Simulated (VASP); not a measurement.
Crystal: Fe.

```
CELL_PARAMETERS angstrom
0.00000 1.82600 1.82600
1.82600 0.00000 1.82600
1.82600 1.82600 0.00000
ATOMIC_POSITIONS crystal
Fe 0.00000 0.00000 0.00000
```

Base run:

| Property | Result |
| --- | --- |
| Program | VASP 6.6.1 |
| Functional | PBE |
| Potentials or basis | VASP PAW PBE potentials, release 64 (Fe) |
| Cutoff | 520 eV |
| k mesh | 12 × 12 × 12 |
| Occupations | fermi-dirac, width 0.1 eV |
| Spin | collinear spin, ferromagnetic start |
| Starting moments | [4.0] μB |

Its results: pressure -2.5 GPa; site moments Fe +2.57 μB.

The run is repeated on the same cell with these changes: moments at the start from [4.0] to [2.26]; fixed moment from none to 2.26 μB. What comes out?

Pressure -8.9 GPa; site moments Fe +2.27 μB.

Caveats: the total moment is fixed, so each spin has its own Fermi level (some runs).
